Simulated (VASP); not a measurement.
Input of a VASP 6.6.1 run:

The input INCAR:

```
SYSTEM = CdTe
PREC     = Accurate       ! precision mode
ENCUT    = 520            ! plane-wave cutoff, eV
EDIFF    = 1E-7           ! SCF threshold, eV
ISMEAR   = 0              ! smearing method
SIGMA    = 0.05           ! smearing width, eV
LREAL    = .False.        ! projectors in reciprocal space
LASPH    = .True.         ! aspherical terms in the spheres
NELM     = 100            ! most SCF steps
ALGO     = Normal         ! electronic algorithm
ISIF     = 2              ! what is computed and relaxed
LWAVE    = .False.        ! write WAVECAR
LCHARG   = .False.        ! write CHGCAR
GGA      = PE             ! functional
NBANDS   = 16             ! bands
```

KPOINTS

```
Automatic mesh
0
Gamma
  10 10 10
  0 0 0
```

The input POSCAR:

```
CdTe
1.0
    0.0000000000      3.3090893088      3.3090893088
    3.3090893088      0.0000000000      3.3090893088
    3.3090893088      3.3090893088      0.0000000000
Cd Te
1 1
Direct
    0.0000000000      0.0000000000      0.0000000000
    0.2500000000      0.2500000000      0.2500000000
```

Potentials or basis: VASP PAW PBE potentials, release 64 (Cd, Te).

Run with:

```sh
$ cat potpaw_PBE.64/Cd/POTCAR potpaw_PBE.64/Te/POTCAR > POTCAR
$ mpirun -np 1 vasp_std > vasp.out
```

(1) Estimate the band gap on the k mesh.

(2) Estimate the pressure.

Answers

(1) 0.58 eV.

(2) 0.1 GPa.

Caveat: spin-orbit coupling is left out, which moves the levels of the heavy elements.
